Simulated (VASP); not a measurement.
# MgB2 (P6/mmm) in VASP: notebook

Runs on MgB2. Level: PBE. Tasks: single point.

Everything below comes from runs of VASP 6.6.1. Logs are shortened: lines on timing, memory, paths and dates and some standing lists are left out, and cuts for length are marked.

**1. The cell of the first run**

It takes space group P6/mmm (No. 191, hexagonal). Conventional cell: a = 3.085 Å, b = 3.085 Å, c = 3.453 Å, α = 90.00°, β = 90.00°, γ = 120.00°. Within 3.3 Å of Mg (site symmetry 6/mmm) lie 12 B at 2.48 Å and 6 Mg at 3.09 Å. Within 2.4 Å of B (site symmetry -6m2) lie 3 B at 1.78 Å.

**2. Single point, PBE (zz strain of -2 %)**

The input, INCAR:

```
SYSTEM = MgB2
ALGO     = Normal         ! electronic algorithm
EDIFF    = 1E-6           ! SCF threshold, eV
ENCUT    = 520            ! plane-wave cutoff, eV
GGA      = PE             ! functional
ISIF     = 2              ! what is computed and relaxed
ISMEAR   = -1             ! smearing method
LASPH    = .True.         ! aspherical terms in the spheres
LCHARG   = .False.        ! write CHGCAR
LREAL    = .False.        ! projectors in reciprocal space
LWAVE    = .False.        ! write WAVECAR
NBANDS   = 11             ! bands
NELM     = 60             ! most SCF steps
PREC     = Accurate       ! precision mode
SIGMA    = 0.05           ! smearing width, eV
```

The input, KPOINTS:

```
k-points
0
Gamma
  12 12 9
  0 0 0
```

The input, POSCAR:

```
MgB2
1.0
    3.0850007055      0.0000000000      0.0000000000
   -1.5425003528      2.6716889817      0.0000000000
    0.0000000000      0.0000000000      3.4525400000
Mg B
1 2
Direct
    0.0000000000      0.0000000000      0.0000000000
    0.3333333333      0.6666666667      0.5000000000
    0.6666666667      0.3333333333      0.5000000000
```

Potentials or basis: VASP PAW PBE potentials, release 64 (Mg, B).

Launch:

```
> cat potpaw_PBE.64/Mg/POTCAR potpaw_PBE.64/B/POTCAR > POTCAR
> mpirun -np 1 vasp_std > vasp.out
```

OUTCAR:

```text
SYSTEM = MgB2
   EDIFF = 1E-6
   ENCUT = 520
   GGA = PE
   ISIF = 2
   ISMEAR = -1
   LASPH = .True.
   LREAL = .False.
   NELM = 60
   PREC = Accurate

 ion  position               nearest neighbor table
   1  0.000  0.000  0.000-   2 2.48   3 2.48   2 2.48   3 2.48   3 2.48   3 2.48   2 2.48   2 2.48
                             3 2.48   3 2.48   2 2.48   2 2.48
   2  0.333  0.667  0.500-   3 1.78   3 1.78   3 1.78   1 2.48   1 2.48   1 2.48   1 2.48   1 2.48
                             1 2.48
   3  0.667  0.333  0.500-   2 1.78   2 1.78   2 1.78   1 2.48   1 2.48   1 2.48   1 2.48   1 2.48
                             1 2.48

  LATTYP: Found a hexagonal cell.
 ALAT       =     3.0850007055
 C/A-ratio  =     1.1191375074

  Lattice vectors:

 A1 = (   3.0850007055,   0.0000000000,   0.0000000000)
 A2 = (  -1.5425003528,   2.6716889817,   0.0000000000)
 A3 = (   0.0000000000,   0.0000000000,   3.4525400000)

Analysis of symmetry for initial positions (statically):
=====================================================================
 Subroutine PRICEL returns:
 Original cell was already a primitive cell.

 Routine SETGRP: Setting up the symmetry group for a
 hexagonal supercell.

 Subroutine GETGRP returns: Found 24 space group operations
 (whereof 24 operations were pure point group operations)
 out of a pool of 24 trial point group operations.

The static configuration has the point symmetry D_6h.

Analysis of symmetry for dynamics (positions and initial velocities):
=====================================================================
 Subroutine PRICEL returns:
 Original cell was already a primitive cell.

 Routine SETGRP: Setting up the symmetry group for a
 hexagonal supercell.

 Subroutine GETGRP returns: Found 24 space group operations
 (whereof 24 operations were pure point group operations)
 out of a pool of 24 trial point group operations.

The dynamic configuration has the point symmetry D_6h.

 Subroutine INISYM returns: Found 24 space group operations
 (whereof 24 operations are pure point group operations),
 and found     1 'primitive' translations

----------------------------------------------------------------------------------------

                                     Primitive cell

  volume of cell :      28.4564

  direct lattice vectors                    reciprocal lattice vectors
     3.085000706  0.000000000  0.000000000     0.324149034  0.187147532  0.000000000
    -1.542500353  2.671688982  0.000000000     0.000000000  0.374295065  0.000000000
     0.000000000  0.000000000  3.452540000     0.000000000  0.000000000  0.289641829

  length of vectors
     3.085000706  3.085000706  3.452540000     0.374295065  0.374295065  0.289641829

  position of ions in fractional coordinates (direct lattice)
     0.000000000  0.000000000  0.000000000
     0.333333333  0.666666667  0.500000000
     0.666666667  0.333333333  0.500000000

  ion indices of the primitive-cell ions
   primitive index   ion index
                 1           1
                 2           2
                 3           3

----------------------------------------------------------------------------------------

 KPOINTS: k-points

Automatic generation of k-mesh.
 Grid dimensions read from file:
 generate k-points for:   12   12    9

 Generating k-lattice:

  Cartesian coordinates                     Fractional coordinates (reciprocal lattice)
     0.027012420  0.015595628  0.000000000     0.083333333 -0.000000000  0.000000000
     0.000000000  0.031191255  0.000000000     0.000000000  0.083333333  0.000000000
     0.000000000  0.000000000  0.032182425     0.000000000  0.000000000  0.111111111

  Length of vectors
     0.031191255  0.031191255  0.032182425

  Shift w.r.t. Gamma in fractional coordinates (k-lattice)
     0.000000000  0.000000000  0.000000000

 Subroutine IBZKPT returns following result:
 ===========================================

 Found     95 irreducible k-points:

 Following reciprocal coordinates:
            Coordinates               Weight
  0.000000  0.000000  0.000000      1.000000
  0.083333  0.000000  0.000000      6.000000
  0.166667  0.000000  0.000000      6.000000
  0.250000  0.000000  0.000000      6.000000
  0.333333  0.000000  0.000000      6.000000
  0.416667 -0.000000  0.000000      6.000000
[... 16 lines left out ...]
  0.250000  0.000000  0.111111     12.000000
  0.333333  0.000000  0.111111     12.000000
 [... further k-points ...]
   k-points           NKPTS =     95   k-points in BZ     NKDIM =     95   number of bands    NBANDS=     11
   number of dos      NEDOS =    301   number of ions     NIONS =      3
   total plane-waves  NPLWV =  16128
   dimension x,y,z NGX =    24 NGY =   24 NGZ =   28
   dimension x,y,z NGXF=    48 NGYF=   48 NGZF=   56
   ions per type =               1   2
   NGX,Y,Z   is equivalent  to a cutoff of  12.93, 12.93, 13.48 a.u.
   NGXF,Y,Z  is equivalent  to a cutoff of  25.87, 25.87, 26.96 a.u.
 SYSTEM =  MgB2
   PREC   = accura    normal or accurate (medium, high low for compatibility)
   ISTART =      0    job   : 0-new  1-cont  2-samecut
   ICHARG =      2    charge: 1-file 2-atom 10-const
   ISPIN  =      1    spin polarized calculation?
   LNONCOLLINEAR =      F non collinear calculations
   LSORBIT =      F    spin-orbit coupling
   LASPH  =      T    aspherical Exc in radial PAW
   ENCUT  =  520.0 eV  38.22 Ry    6.18 a.u.   5.74  5.74  6.42*2*pi/ulx,y,z
   NELM   =     60;   NELMIN=  2; NELMDL= -5     # of ELM steps
   EDIFF  = 0.1E-05   stopping-criterion for ELM
   LREAL  =      F    real-space projection
   EDIFFG = 0.1E-04   stopping-criterion for IOM
   NSW    =      0    number of steps for IOM
   IBRION =     -1    ionic relax: 0-MD 1-quasi-New 2-CG
   NFREE  =      0    steps in history (QN), initial steepest desc. (CG)
   ISIF   =      2    stress and relaxation
   ISYM   =      2    0-nonsym 1-usesym 2-fastsym
   POTIM  = 0.5000    time-step for ionic-motion
   TEBEG  =    0.0;   TEEND  =   0.0 temperature during run
   PSTRESS=    0.0 pullay stress
   NELECT =       8.0000    total number of electrons
   NUPDOWN=      -1.0000    fix difference up-down
   EMIN   =  10.00;   EMAX   =-10.00  energy-range for DOS
   EFERMI =   0.00;   METHOD = LEGACY
   ISMEAR =    -1;   SIGMA  =   0.05  broadening in eV -4-tet -1-fermi 0-gaus
   EFERMI_NEDOS =   21; number of points for ismear=-14 and -15
   IALGO  =     38    algorithm
   IMIX   =      4    mixing-type and parameters
     AMIX     =   0.40;   BMIX     =  1.00
     AMIX_MAG =   1.60;   BMIX_MAG =  1.00
  volume/ion in A,a.u.               =       9.49        64.01
  Fermi-wavevector in a.u.,A,eV,Ry     =   1.072453  2.026642 15.648810  1.150155
  Thomas-Fermi vector in A             =   2.208223
   LORBIT       =      0    0 simple, 1 ext, 2 COOP (PROOUT), +10 PAW based schemes
   GGA     = PE    functional components
   LHFCALC =     F    Hartree Fock is set to
   AEXX    =    0.0000 exact exchange contribution
   IVDW    =     0    specifies the selected vdW correction
   LEPSILON=     F    determine dielectric tensor
   LRPA    =     F    only Hartree local field effects (RPA)
 non-spin polarized calculation
  energy-cutoff  :      520.00
  volume of cell :       28.46
 maximum number of plane-waves:       781
 NGX is ok and might be reduce to    24
   NGX = 11   NGY = 11   NGZ = 13

 number of electron       8.0000000 magnetization

 Free energy of the ion-electron system (eV)
  ---------------------------------------------------
  ext. energy  EPLUGINS =         0.00000000
  ---------------------------------------------------
  free energy    TOTEN  =       -15.32116353 eV

  energy without entropy =      -15.31714941  energy(sigma->0) =      -15.31915647

 E-fermi :   5.3379     XC(G=0): -10.9993

 val. band max:        5.2960959887   @ k =   0.3333   0.3333   0.2222
 cond. band min:       5.3388866601   @ k =   0.2500   0.2500   0.4444
 fundamental gap:      0.0427906715
 Fermi energy:         5.3379226459

 k-point     1 :       0.0000    0.0000    0.0000
  band No.  band energies     occupation
      1      -7.1316      2.00000
      2       2.6343      2.00000
      3       5.6564      0.00342
      4       5.6564      0.00342
      5       7.4436      0.00000
      6      11.5659      0.00000
      7      11.5659      0.00000
      8      13.3561      0.00000
      9      15.3755      0.00000
     10      18.0112      0.00000
     11      21.8165      0.00000

 k-point     2 :       0.0833    0.0000    0.0000
  band No.  band energies     occupation
      1      -7.0111      2.00000
      2       2.7507      2.00000
      3       5.0407      1.99478
      4       5.3715      0.67638
      5       7.5433      0.00000
      6      11.4960      0.00000
      7      12.0950      0.00000
      8      13.6426      0.00000
      9      14.9559      0.00000
     10      18.6070      0.00000
     11      21.2510      0.00000

 k-point     3 :       0.1667    0.0000    0.0000
  band No.  band energies     occupation
      1      -6.6509      2.00000
      2       3.0972      2.00000
      3       3.6057      2.00000
      4       4.7453      1.99999
      5       7.8535      0.00000
      6      11.1344      0.00000
      7      13.4431      0.00000
      8      13.8331      0.00000
      9      14.3625      0.00000
     10      20.0962      0.00000
     11      20.2513      0.00000

 k-point     4 :       0.2500    0.0000    0.0000
  band No.  band energies     occupation
      1      -6.0554      2.00000
      2       1.8994      2.00000
      3       3.6633      2.00000
      4       4.0911      2.00000
      5       8.3356      0.00000
      6      10.6960      0.00000
      7      12.3138      0.00000
      8      14.7667      0.00000
      9      15.2572      0.00000
     10      19.6104      0.00000
     11      19.7481      0.00000

 k-point     5 :       0.3333    0.0000    0.0000
  band No.  band energies     occupation
      1      -5.2331      2.00000
      2       0.1890      2.00000
      3       3.5659      2.00000
      4       4.4182      2.00000
      5       8.8514      0.00000
      6      10.4785      0.00000
      7      10.7100      0.00000
      8      14.3180      0.00000
      9      17.2640      0.00000
     10      18.8420      0.00000
     11      20.0726      0.00000
[... 211 lines left out ...]
 k-point    21 :       0.0833    0.0000    0.1111
  band No.  band energies     occupation
      1      -6.9003      2.00000
      2       1.9273      2.00000
      3       5.0920      1.98549
      4       5.4156      0.34940
      5       8.6149      0.00000
      6      11.5546      0.00000
      7      12.1345      0.00000
      8      13.4714      0.00000
      9      15.0374      0.00000
     10      18.6956      0.00000
     11      20.3059      0.00000

 k-point    22 :       0.1667    0.0000    0.1111
  band No.  band energies     occupation
      1      -6.5419      2.00000
      2       2.2816      2.00000
      3       3.6703      2.00000
      4       4.7865      1.99997
      5       8.8833      0.00000
      6      11.2296      0.00000
      7      13.0482      0.00000
      8      13.4864      0.00000
      9      15.0127      0.00000
     10      19.3542      0.00000
     11      19.4681      0.00000

 k-point    23 :       0.2500    0.0000    0.1111
  band No.  band energies     occupation
      1      -5.9495      2.00000
      2       1.9629      2.00000
      3       2.8757      2.00000
      4       4.1298      2.00000
      5       9.2421      0.00000
      6      10.8339      0.00000
      7      11.6877      0.00000
      8      15.3025      0.00000
      9      15.4221      0.00000
     10      18.6974      0.00000
     11      18.7362      0.00000

 k-point    24 :       0.3333    0.0000    0.1111
  band No.  band energies     occupation
      1      -5.1313      2.00000
      2       0.2653      2.00000
      3       3.6027      2.00000
      4       3.6529      2.00000
      5       9.2280      0.00000
      6      10.1986      0.00000
      7      11.0184      0.00000
      8      15.0959      0.00000
      9      17.2444      0.00000
     10      18.2969      0.00000
     11      18.3157      0.00000

 [... further k-points ...]
[... 5 lines left out ...]
  --------------------------------------------------------------------------------------
  -------------------------------------------------------------------------------------
  Total       -0.1593664     -0.1593664      0.8273832      0.0000000     -0.0000000      0.0000000
  in kB       -8.9727879     -8.9727879     46.5840666      0.0000000     -0.0000000      0.0000000
  external PRESSURE =       9.5461636 kB  Pullay stress =       0.0000000 kB

 VOLUME and BASIS-vectors are now :
 -----------------------------------------------------------------------------
  energy-cutoff  :      520.00
  volume of cell :       28.46
      direct lattice vectors                 reciprocal lattice vectors
     3.085000706  0.000000000  0.000000000     0.324149034  0.187147532  0.000000000
    -1.542500353  2.671688982  0.000000000     0.000000000  0.374295065  0.000000000
     0.000000000  0.000000000  3.452540000     0.000000000  0.000000000  0.289641829

 POSITION                                       TOTAL-FORCE (eV/Angst)
 -----------------------------------------------------------------------------------
      0.00000      0.00000      0.00000        -0.000000      0.000000      0.000000
     -0.00000      1.78113      1.72627        -0.000000      0.000000     -0.000000
      1.54250      0.89056      1.72627         0.000000     -0.000000      0.000000
 -----------------------------------------------------------------------------------
    total drift:                                0.000000     -0.000000      0.000000

  FREE ENERGIE OF THE ION-ELECTRON SYSTEM (eV)
  ---------------------------------------------------
  free  energy   TOTEN  =       -15.3211635348 eV

  energy  without entropy=      -15.3171494079  energy(sigma->0) =      -15.31915647
```

Wall time 22 s (1 thread of Intel Xeon Platinum 8375C at 2.90GHz (Ice Lake), shared host); peak memory 0.16 GiB.

What came out:

```yaml
Free_energy: -15.3212 eV
Pressure: 1.0 GPa
Band_gap_on_the_k_mesh: zero (band 4 reaches 7.31 eV, above the bottom of band 5 at 3.42 eV)
```

Caveat: the cell differs from its parent crystal (zz strain of -2 %).

**3. Single point, PBE (zz strain of +1 %)**

The input, INCAR:

```
SYSTEM = MgB2
PREC = Accurate ; ENCUT = 520
EDIFF = 1E-6 ; ISMEAR = -1
SIGMA = 0.05 ; LREAL = .False.
LASPH = .True. ; NELM = 80
ALGO = Normal ; ISIF = 2
LWAVE = .False. ; LCHARG = .False.
GGA = PE ; NBANDS = 11
```

The input, KPOINTS:

```
Automatic mesh
0
Gamma
  12 12 9
  0 0 0
```

POSCAR: that of step 2 with these lines changed.

```diff
@@ -4,3 +4,3 @@
    -1.5425003528      2.6716889817      0.0000000000
-    0.0000000000      0.0000000000      3.4525400000
+    0.0000000000      0.0000000000      3.5582300000
 Mg B
```

Potentials or basis: VASP PAW PBE potentials, release 64 (Mg, B).

Launch:

```
> cat potpaw_PBE.64/Mg/POTCAR potpaw_PBE.64/B/POTCAR > POTCAR
> mpirun -np 1 vasp_std > vasp.out
```

It took 22 s on 1 thread of Intel Xeon Platinum 8375C at 2.90GHz (Ice Lake), shared host; peak memory 0.16 GiB.

Results (log left out):

* Free energy: -15.3236 eV
* Pressure: -2.3 GPa
* Band gap on the k mesh: zero (band 4 reaches 6.93 eV, above the bottom of band 5 at 3.31 eV)

Stress tensor (GPa, compression positive):
```
-1.72  0.00  0.00
 0.00 -1.72  0.00
 0.00  0.00 -3.60
```

Levels at points of the mesh, in eV from the Fermi level:
| k point | band 1 | band 2 | band 3 | band 4 | band 5 | band 6 | band 7 | band 8 |
| --- | --- | --- | --- | --- | --- | --- | --- | --- |
| (0.00, 0.00, 0.00) | -12.32 | -2.98 | 0.43 | 0.43 | 1.51 | 6.39 | 6.39 | 8.16 |
| (0.50, 0.00, 0.00) | -8.45 | -7.74 | -2.09 | 0.20 | 3.04 | 3.96 | 5.19 | 6.95 |

Caveat: the cell differs from its parent crystal (zz strain of +1 %).
